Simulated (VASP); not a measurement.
Input of a VASP 6.6.1 run:

File INCAR:

```
  ALGO = Normal
  EDIFF = 1E-7
  ENCUT = 520
  GGA = PS
  ISIF = 2
  ISMEAR = -1
  LASPH = True
  LCHARG = False
  LREAL = False
  LWAVE = False
  NBANDS = 26
  NELM = 100
  PREC = Accurate
  SIGMA = 0.02
```

Contents of KPOINTS:

```
k-points
0
Gamma
  8 8 1
```

POSCAR

```
ZnSnN2
1.0
    3.3820201408      0.0000000000      0.0000000000
    0.0000000000      3.3820201408      0.0000000000
    0.0000000000      0.0000000000      4.6996405323
Zn N Sn
1 2 1
Direct
    0.0000000000      0.0000000000      0.0000000000
    0.0000000000      0.5000000000      0.2448435869
    0.5000000000      0.0000000000      0.7551564131
    0.5000000000      0.5000000000      0.5000000000
```

Potentials or basis: VASP PAW PBE potentials, release 64 (Zn, N, Sn_d).

Command:

```sh
$ cat potpaw_PBE.64/Zn/POTCAR potpaw_PBE.64/N/POTCAR potpaw_PBE.64/Sn_d/POTCAR > POTCAR
$ mpirun -np 1 vasp_std > vasp.out
```

(1) Estimate the pressure.

(2) What does it give for the largest force?

(3) Estimate the band gap on the k mesh.

## Answers

(1) 0.4 GPa.

(2) 0.378 eV/Å.

(3) 0.03 eV, direct.

Caveat: the k points lie up to 1.34 Å⁻¹ apart; the PAW data sets were made with another functional, which shifts forces and pressure a little; spin-orbit coupling is left out, which moves the levels of the heavy elements.
